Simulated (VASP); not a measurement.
Co:

```
CELL_PARAMETERS angstrom
2.49338 0.00000 0.00000
-1.24669 2.15933 0.00000
0.00000 0.00000 4.03106
ATOMIC_POSITIONS crystal
Co 0.33333 0.66667 0.75000
Co 0.66667 0.33333 0.25000
```

Base run:

- Program: VASP 6.6.1
- Functional: PBE
- Potentials or basis: VASP PAW PBE potentials, release 64 (Co)
- Cutoff: 520 eV
- k mesh: 20 × 20 × 10
- Occupations: gaussian, width 0.05 eV
- Spin: no spin polarisation

Its results: band gap on the k mesh zero (band 9 reaches 10.48 eV, above the bottom of band 10 at 9.06 eV); pressure -11.8 GPa.

**Question.** The run is repeated on the same cell with these changes: spin from no spin polarisation to collinear spin, antiferromagnetic start; further incar settings from ALGO = Normal; EDIFF = 1e-06; NBANDS = 16 to ALGO = Normal; EDIFF = 1e-06; NBANDS = 20. What comes out?

**Answer.** Band gap on the k mesh zero (filled and empty bands overlap); pressure -7.2 GPa; net moment 0.00 μB per cell; site moments Co +0.93, -0.93 μB.
